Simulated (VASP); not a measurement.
# B (Cmcm) in VASP: further runs

Runs on B. Level: BLYP. Tasks: single point.

Program: VASP 6.6.1. These are calculated values, not measurements. Logs are shortened: lines on timing, memory, paths and dates and some standing lists are left out, and cuts for length are marked.

### 1 The cell of the first run

It takes space group Cmcm (No. 63, orthorhombic). The conventional cell has a = 1.534 Å, b = 12.714 Å, c = 2.810 Å, α = 90.00°, β = 90.00°, γ = 90.00°. Within 2.0 Å of B (site symmetry m2m) lie 6 B at 1.53 to 1.84 Å.

### 2 Single point, BLYP (13.70 Å³/atom)

The input, INCAR:

```
SYSTEM = B
  PREC = Accurate
  ENCUT = 520
  EDIFF = 1E-6
  ISMEAR = -1
  SIGMA = 0.1
  LREAL = .FALSE.
  LASPH = .TRUE.
  NELM = 100
  ALGO = Normal
  ISIF = 2
  LWAVE = .FALSE.
  LCHARG = .FALSE.
  GGA = B5
  ALDAX = 1.0
  AGGAX = 1.0
  AGGAC = 1.0
  ALDAC = 0.0
  NBANDS = 10
```

The input, KPOINTS:

```
Automatic mesh
0
G
  22 22 12
  0 0 0
```

The input, POSCAR:

```
B
1.0
   -4.4095262383      4.5808727964      0.7575814330
    4.5808727964     -4.4095262383      0.7575814330
    1.9619614312      1.9619614312     -0.4437598980
B
2
Direct
    0.0889931286      0.9110068714      0.0000000000
    0.6610068714      0.3389931286      0.5000000000
```

Potentials or basis: VASP PAW PBE potentials, release 64 (B).

Run with:

```console
cat potpaw_PBE.64/B/POTCAR > POTCAR
mpirun -np 1 vasp_std > vasp.out
```

OUTCAR:

```text
SYSTEM = B
   PREC = Accurate
   ENCUT = 520
   EDIFF = 1E-6
   ISMEAR = -1
   LREAL = .FALSE.
   LASPH = .TRUE.
   NELM = 100
   ISIF = 2
   GGA = B5

 ion  position               nearest neighbor table
   1  0.089  0.911  0.000-   2 1.84   2 1.84   2 1.84   2 1.84
   2  0.661  0.339  0.500-   1 1.84   1 1.84   1 1.84   1 1.84

  LATTYP: Found a base centered orthorhombic cell.
 ALAT       =     1.5344177386
 B/A-ratio  =     8.2861035339
 C/A-ratio  =     1.8312449199

  Lattice vectors:

 A1 = (  -4.4095262383,   4.5808727964,   0.7575814330)
 A2 = (   4.5808727964,  -4.4095262383,   0.7575814330)
 A3 = (   1.9619614312,   1.9619614312,  -0.4437598980)

Analysis of symmetry for initial positions (statically):
=====================================================================
 Subroutine PRICEL returns:
 Original cell was already a primitive cell.

 Routine SETGRP: Setting up the symmetry group for a
 base centered orthorhombic supercell.

 Subroutine GETGRP returns: Found  8 space group operations
 (whereof  4 operations were pure point group operations)
 out of a pool of  8 trial point group operations.

The static configuration has the point symmetry C_2v.
 The point group associated with its full space group is D_2h.

Analysis of symmetry for dynamics (positions and initial velocities):
=====================================================================
 Subroutine PRICEL returns:
 Original cell was already a primitive cell.

 Routine SETGRP: Setting up the symmetry group for a
 base centered orthorhombic supercell.

 Subroutine GETGRP returns: Found  8 space group operations
 (whereof  4 operations were pure point group operations)
 out of a pool of  8 trial point group operations.

The dynamic configuration has the point symmetry C_2v.
 The point group associated with its full space group is D_2h.

 Subroutine INISYM returns: Found  8 space group operations
 (whereof  4 operations are pure point group operations),
 and found     1 'primitive' translations

----------------------------------------------------------------------------------------

                                     Primitive cell

  volume of cell :      27.4093

  direct lattice vectors                    reciprocal lattice vectors
    -4.409526238  4.580872796  0.757581433     0.017162996  0.128392764  0.643534463
     4.580872796 -4.409526238  0.757581433     0.128392764  0.017162996  0.643534463
     1.961961431  1.961961431 -0.443759898     0.248491001  0.248491001 -0.056202642

  length of vectors
     6.403299685  6.403299685  2.809894689     0.656441830  0.656441830  0.355885224

  position of ions in fractional coordinates (direct lattice)
     0.088993129  0.911006871  0.000000000
     0.661006871  0.338993129  0.500000000

  ion indices of the primitive-cell ions
   primitive index   ion index
                 1           1
                 2           2

----------------------------------------------------------------------------------------

 KPOINTS: Automatic mesh

Automatic generation of k-mesh.
 Grid dimensions read from file:
 generate k-points for:   22   22   12

 Generating k-lattice:

  Cartesian coordinates                     Fractional coordinates (reciprocal lattice)
     0.000780136  0.005836035  0.029251567     0.045454545 -0.000000000  0.000000000
     0.005836035  0.000780136  0.029251567    -0.000000000  0.045454545  0.000000000
     0.020707583  0.020707583 -0.004683553    -0.000000000 -0.000000000  0.083333333

  Length of vectors
     0.029838265  0.029838265  0.029657102

  Shift w.r.t. Gamma in fractional coordinates (k-lattice)
     0.000000000  0.000000000  0.000000000

 Subroutine IBZKPT returns following result:
 ===========================================

 Found    931 irreducible k-points:

 Following reciprocal coordinates:
            Coordinates               Weight
  0.000000  0.000000  0.000000      1.000000
  0.045455 -0.000000  0.000000      4.000000
  0.090909 -0.000000  0.000000      4.000000
  0.136364 -0.000000  0.000000      4.000000
  0.181818 -0.000000  0.000000      4.000000
  0.227273 -0.000000  0.000000      4.000000
[... 16 lines left out ...]
  0.500000  0.045455  0.000000      4.000000
 -0.454545  0.045455 -0.000000      4.000000
 [... further k-points ...]
   k-points           NKPTS =    931   k-points in BZ     NKDIM =    931   number of bands    NBANDS=     10
   number of dos      NEDOS =    301   number of ions     NIONS =      2
   total plane-waves  NPLWV =  55296
   dimension x,y,z NGX =    48 NGY =   48 NGZ =   24
   dimension x,y,z NGXF=    96 NGYF=   96 NGZF=   48
   ions per type =               2
   NGX,Y,Z   is equivalent  to a cutoff of  12.46, 12.46, 14.20 a.u.
   NGXF,Y,Z  is equivalent  to a cutoff of  24.92, 24.92, 28.40 a.u.
 SYSTEM =  B
   PREC   = accura    normal or accurate (medium, high low for compatibility)
   ISTART =      0    job   : 0-new  1-cont  2-samecut
   ICHARG =      2    charge: 1-file 2-atom 10-const
   ISPIN  =      1    spin polarized calculation?
   LNONCOLLINEAR =      F non collinear calculations
   LSORBIT =      F    spin-orbit coupling
   LASPH  =      T    aspherical Exc in radial PAW
   ENCUT  =  520.0 eV  38.22 Ry    6.18 a.u.  11.91 11.91  5.22*2*pi/ulx,y,z
   NELM   =    100;   NELMIN=  2; NELMDL= -5     # of ELM steps
   EDIFF  = 0.1E-05   stopping-criterion for ELM
   LREAL  =      F    real-space projection
   EDIFFG = 0.1E-04   stopping-criterion for IOM
   NSW    =      0    number of steps for IOM
   IBRION =     -1    ionic relax: 0-MD 1-quasi-New 2-CG
   NFREE  =      0    steps in history (QN), initial steepest desc. (CG)
   ISIF   =      2    stress and relaxation
   ISYM   =      2    0-nonsym 1-usesym 2-fastsym
   POTIM  = 0.5000    time-step for ionic-motion
   TEBEG  =    0.0;   TEEND  =   0.0 temperature during run
   PSTRESS=    0.0 pullay stress
   NELECT =       6.0000    total number of electrons
   NUPDOWN=      -1.0000    fix difference up-down
   EMIN   =  10.00;   EMAX   =-10.00  energy-range for DOS
   EFERMI =   0.00;   METHOD = LEGACY
   ISMEAR =    -1;   SIGMA  =   0.10  broadening in eV -4-tet -1-fermi 0-gaus
   EFERMI_NEDOS =   21; number of points for ismear=-14 and -15
   IALGO  =     38    algorithm
   IMIX   =      4    mixing-type and parameters
     AMIX     =   0.40;   BMIX     =  1.00
     AMIX_MAG =   1.60;   BMIX_MAG =  1.00
  volume/ion in A,a.u.               =      13.70        92.48
  Fermi-wavevector in a.u.,A,eV,Ry     =   0.986641  1.864482 13.244747  0.973461
  Thomas-Fermi vector in A             =   2.118037
   LORBIT       =      0    0 simple, 1 ext, 2 COOP (PROOUT), +10 PAW based schemes
   GGA     = B5    functional components
   LHFCALC =     F    Hartree Fock is set to
   AEXX    =    0.0000 exact exchange contribution
   IVDW    =     0    specifies the selected vdW correction
   LEPSILON=     F    determine dielectric tensor
   LRPA    =     F    only Hartree local field effects (RPA)
 non-spin polarized calculation
  energy-cutoff  :      520.00
  volume of cell :       27.41
 maximum number of plane-waves:       762
   NGX = 23   NGY = 23   NGZ = 11

 number of electron       6.0000000 magnetization

 Free energy of the ion-electron system (eV)
  ---------------------------------------------------
  ext. energy  EPLUGINS =         0.00000000
  ---------------------------------------------------
  free energy    TOTEN  =       -11.21619146 eV

  energy without entropy =      -11.20564726  energy(sigma->0) =      -11.21091936

 E-fermi :   1.0160     XC(G=0):  -7.0827

 val. band max:        1.0092096261   @ k =   0.5000   0.3636   0.0000
 cond. band min:       1.0175847794   @ k =   0.4545   0.4091   0.0833
 fundamental gap:      0.0083751534
 Fermi energy:         1.0160243696

 k-point     1 :       0.0000    0.0000    0.0000
  band No.  band energies     occupation
      1     -14.9820      2.00000
      2      -5.9727      2.00000
      3      -3.9617      2.00000
      4      -0.4068      2.00000
      5       4.7740      0.00000
      6       7.0618      0.00000
      7       8.6008      0.00000
      8      10.4430      0.00000
      9      16.2320      0.00000
     10      18.9556      0.00000

 k-point     2 :       0.0455   -0.0000    0.0000
  band No.  band energies     occupation
      1     -14.8915      2.00000
      2      -5.8728      2.00000
      3      -3.8359      2.00000
      4      -0.2788      2.00000
      5       4.7922      0.00000
      6       7.1756      0.00000
      7       8.7173      0.00000
      8      10.5561      0.00000
      9      16.2897      0.00000
     10      19.0540      0.00000

 k-point     3 :       0.0909   -0.0000    0.0000
  band No.  band energies     occupation
      1     -14.6212      2.00000
      2      -5.5777      2.00000
      3      -3.4588      2.00000
      4       0.1046      1.99978
      5       4.8380      0.00000
      6       7.5166      0.00000
      7       9.0646      0.00000
      8      10.8950      0.00000
      9      16.4477      0.00000
     10      19.3368      0.00000

 k-point     4 :       0.1364   -0.0000    0.0000
  band No.  band energies     occupation
      1     -14.1737      2.00000
      2      -5.1018      2.00000
      3      -2.8315      2.00000
      4       0.7417      1.87907
      5       4.8867      0.00000
      6       8.0839      0.00000
      7       9.6358      0.00000
      8      11.4544      0.00000
      9      16.6536      0.00000
     10      19.7275      0.00000
[... 222 lines left out ...]
 k-point    22 :       0.4545    0.0455    0.0000
  band No.  band energies     occupation
      1      -5.5230      2.00000
      2      -5.5228      2.00000
      3       8.9538      0.00000
      4       8.9856      0.00000
      5      10.3113      0.00000
      6      10.3113      0.00000
      7      12.9906      0.00000
      8      12.9950      0.00000
      9      17.8337      0.00000
     10      18.4208      0.00000

 k-point    23 :       0.5000    0.0455    0.0000
  band No.  band energies     occupation
      1      -6.8827      2.00000
      2      -4.2548      2.00000
      3       7.5447      0.00000
      4       8.0950      0.00000
      5      10.0825      0.00000
      6      11.9535      0.00000
      7      12.3736      0.00000
      8      13.5169      0.00000
      9      17.5633      0.00000
     10      19.3132      0.00000

 k-point    24 :      -0.4545    0.0455   -0.0000
  band No.  band energies     occupation
      1      -8.2421      2.00000
      2      -3.2243      2.00000
      3       5.9369      0.00000
      4       6.2512      0.00000
      5       9.2736      0.00000
      6      12.1997      0.00000
      7      13.6672      0.00000
      8      13.8246      0.00000
      9      16.4896      0.00000
     10      19.4925      0.00000

 [... further k-points ...]

------------------------ aborting loop because EDIFF is reached ----------------------------------------

  FORCE on cell =-STRESS in cart. coord.  units (eV):
  Direction    XX          YY          ZZ          XY          YZ          ZX
  --------------------------------------------------------------------------------------
  -------------------------------------------------------------------------------------
  Total        1.1372468      1.1372468      5.5654315      0.7119089      0.4312920      0.4312920
  in kB       66.4764308     66.4764308    325.3207744     41.6138024     25.2106662     25.2106662
  external PRESSURE =     152.7578787 kB  Pullay stress =       0.0000000 kB

 VOLUME and BASIS-vectors are now :
 -----------------------------------------------------------------------------
  energy-cutoff  :      520.00
  volume of cell :       27.41
      direct lattice vectors                 reciprocal lattice vectors
    -4.409526238  4.580872796  0.757581433     0.017162996  0.128392764  0.643534463
     4.580872796 -4.409526238  0.757581433     0.128392764  0.017162996  0.643534463
     1.961961431  1.961961431 -0.443759898     0.248491001  0.248491001 -0.056202642

 POSITION                                       TOTAL-FORCE (eV/Angst)
 -----------------------------------------------------------------------------------
      3.78079     -3.60944      0.75758         0.319730     -0.319730     -0.000000
     -0.38086      2.51417      0.53570        -0.319730      0.319730      0.000000
 -----------------------------------------------------------------------------------
    total drift:                                0.000000      0.000000      0.000000

  FREE ENERGIE OF THE ION-ELECTRON SYSTEM (eV)
  ---------------------------------------------------
  free  energy   TOTEN  =       -11.2161914584 eV

  energy  without entropy=      -11.2056472623  energy(sigma->0) =      -11.21091936
```

Run time: 12 min. Hardware: 1 thread of Intel Xeon 8259CL, shared host; peak memory 0.38 GiB.

What came out:

```
Free energy            : -11.2162 eV
Pressure               : 15.3 GPa
Largest force          : 0.452 eV/Å
Band gap on the k mesh : zero (bands 3 and 4 overlap by 11.74 eV)
```

Forces in eV/Å, atoms in the order of the input:
```
B    0.320 -0.320  0.000
B   -0.320  0.320  0.000
```

Caveat: the stress differs along the axes, from 7 to 33 GPa; the PAW data sets were made with another functional, which shifts forces and pressure a little.

### 3 Single point, BLYP (14.33 Å³/atom)

This run uses another cell than the first one, of 14.33 Å³/atom.

The input, INCAR:

```
AGGAC = 1.0
AGGAX = 1.0
ALDAC = 0.0
ALDAX = 1.0
ALGO = Normal
EDIFF = 1E-6
ENCUT = 520
GGA = B5
ISIF = 2
ISMEAR = -1
LASPH = T
LCHARG = T
LELF = T
LREAL = F
LVHAR = T
LWAVE = F
NBANDS = 10
NELM = 60
PREC = Accurate
SIGMA = 0.1
```

The input, KPOINTS:

```
k-points
0
Gamma
  22 22 12
```

The input, POSCAR:

```
B
1.0
   -4.4753497671      4.6492541137      0.7688902859
    4.6492541137     -4.4753497671      0.7688902859
    1.9912487554      1.9912487554     -0.4503841567
B
2
Direct
    0.0889931286      0.9110068714      0.0000000000
    0.6610068714      0.3389931286      0.5000000000
```

Potentials or basis: VASP PAW PBE potentials, release 64 (B).

Run with:

```console
cat potpaw_PBE.64/B/POTCAR > POTCAR
mpirun -np 1 vasp_std > vasp.out
```

Run time: 13 min. Hardware: 1 thread of Intel Xeon 8259CL, shared host; peak memory 0.38 GiB.

It converged, with:

| Quantity | Value |
| --- | --- |
| Free energy | -11.3112 eV |
| Pressure | 9.2 GPa |
| Largest force | 0.280 eV/Å |
| Band gap on the k mesh | zero (bands 3 and 4 overlap by 11.32 eV) |

Forces on the atoms (eV/Å):
```
B    0.198 -0.198  0.000
B   -0.198  0.198  0.000
```

Stress tensor (GPa, compression positive):
```
 3.89  2.38  1.57
 2.38  3.89  1.57
 1.57  1.57 19.83
```

Levels at points of the mesh, in eV from the Fermi level:
| k point | band 1 | band 2 | band 3 | band 4 | band 5 | band 6 | band 7 | band 8 |
| --- | --- | --- | --- | --- | --- | --- | --- | --- |
| (0.00, 0.00, 0.00) | -15.69 | -6.83 | -4.84 | -1.34 | 3.44 | 5.96 | 7.34 | 9.25 |
| (0.50, 0.00, 0.00) | -6.40 | -6.40 | 7.58 | 7.60 | 8.95 | 8.95 | 11.45 | 11.45 |
| (0.50, 0.50, 0.00) | -15.69 | -6.88 | -4.84 | -1.06 | 3.43 | 4.87 | 7.33 | 10.28 |
| (0.00, 0.00, 0.50) | -12.28 | -12.28 | -3.68 | -3.68 | 5.72 | 5.72 | 11.58 | 11.58 |
| (0.50, 0.00, 0.50) | -5.64 | -5.64 | 5.13 | 5.13 | 9.09 | 9.09 | 9.93 | 9.93 |
| (0.50, 0.50, 0.50) | -12.28 | -12.28 | -3.69 | -3.69 | 6.35 | 6.35 | 9.27 | 9.27 |

Caveat: the stress differs along the axes, from 4 to 20 GPa; the PAW data sets were made with another functional, which shifts forces and pressure a little.

### 4 Single point, BLYP (15.57 Å³/atom)

This run uses another cell than the first one, of 15.57 Å³/atom.

The input, INCAR:

```
PREC     = Accurate       # precision mode
ENCUT    = 520            # plane-wave cutoff, eV
EDIFF    = 1E-6           # SCF threshold, eV
ISMEAR   = -1             # smearing method
SIGMA    = 0.1            # smearing width, eV
LREAL    = False          # projectors in reciprocal space
LASPH    = True           # aspherical terms in the spheres
NELM     = 80             # most SCF steps
ALGO     = Normal         # electronic algorithm
ISIF     = 2              # what is computed and relaxed
LWAVE    = False          # write WAVECAR
LCHARG   = False          # write CHGCAR
GGA      = B5             # functional
ALDAX    = 1.0          
AGGAX    = 1.0          
AGGAC    = 1.0          
ALDAC    = 0.0          
NBANDS   = 10             # bands
```

The input, KPOINTS:

```
regular mesh
0
Gamma
  22 22 12
```

The input, POSCAR:

```
B
1.0
   -4.6014817840      4.7802874024      0.7905604765
    4.7802874024     -4.6014817840      0.7905604765
    2.0473695582      2.0473695582     -0.4630776589
B
2
Direct
    0.0889931286      0.9110068714      0.0000000000
    0.6610068714      0.3389931286      0.5000000000
```

Run with:

```console
cat potpaw_PBE.64/B/POTCAR > POTCAR
mpirun -np 1 vasp_std > vasp.out
```

Wall time 17 min (1 thread of Intel Xeon 8259CL, shared host); peak memory 0.41 GiB.

Results (log left out):

```yaml
Free_energy: -11.3786 eV
Pressure: -0.1 GPa
Largest_force: 0.007 eV/Å
Band_gap_on_the_k_mesh: zero (bands 3 and 4 overlap by 10.60 eV)
```

Forces in eV/Å, atoms in the order of the input:
```
B    0.005 -0.005  0.000
B   -0.005  0.005  0.000
```

Stress tensor (GPa, compression positive):
```
-0.20 -0.27  0.07
-0.27 -0.20  0.07
 0.07  0.07  0.13
```

Levels at points of the mesh, in eV from the Fermi level:
```csv
k point,band 1,band 2,band 3,band 4,band 5,band 6,band 7
"(0.00, 0.00, 0.00)",-15.13,-6.57,-4.60,-1.20,2.90,5.80,6.88
"(0.50, 0.00, 0.00)",-6.15,-6.15,6.90,6.92,8.32,8.32,10.50
"(0.50, 0.50, 0.00)",-15.13,-6.61,-4.60,-0.96,2.87,4.86,6.88
"(0.00, 0.00, 0.50)",-11.85,-11.85,-3.54,-3.54,5.55,5.55,11.06
"(0.50, 0.00, 0.50)",-5.41,-5.41,4.56,4.56,8.52,8.52,9.09
"(0.50, 0.50, 0.50)",-11.84,-11.84,-3.56,-3.56,6.11,6.11,8.97
```

Caveat: the PAW data sets were made with another functional, which shifts forces and pressure a little.

### 5 Summary

```csv
cell,gap on the mesh (eV),pressure (GPa),largest force (eV/Å)
"a = 6.403, b = 6.403, c = 2.810 Å, angles 90.0, 90.0, 166.2°, 2 atoms",none,15.3,0.45
"a = 6.499, b = 6.499, c = 2.852 Å, angles 90.0, 90.0, 166.2°, 2 atoms",none,9.2,0.28
"a = 6.682, b = 6.682, c = 2.932 Å, angles 90.0, 90.0, 166.2°, 2 atoms",none,-0.1,0.01
```

Alike in all rows: task single point; level BLYP; potentials or basis VASP PAW PBE potentials, release 64 (B); no spin polarisation; k mesh 22 × 22 × 12; cutoff (eV) 520; smearing fermi-dirac 0.1 eV.

Caveats: the PAW data sets were made with another functional, which shifts forces and pressure a little; the stress differs along the axes, from 7 to 33 GPa (at least some runs); the stress differs along the axes, from 4 to 20 GPa (at least some runs).

Total energies depend on the potentials used, so only differences within one code and one set of settings carry meaning.

The gap in the log of VASP goes by the Fermi energy; the results here count the filled bands.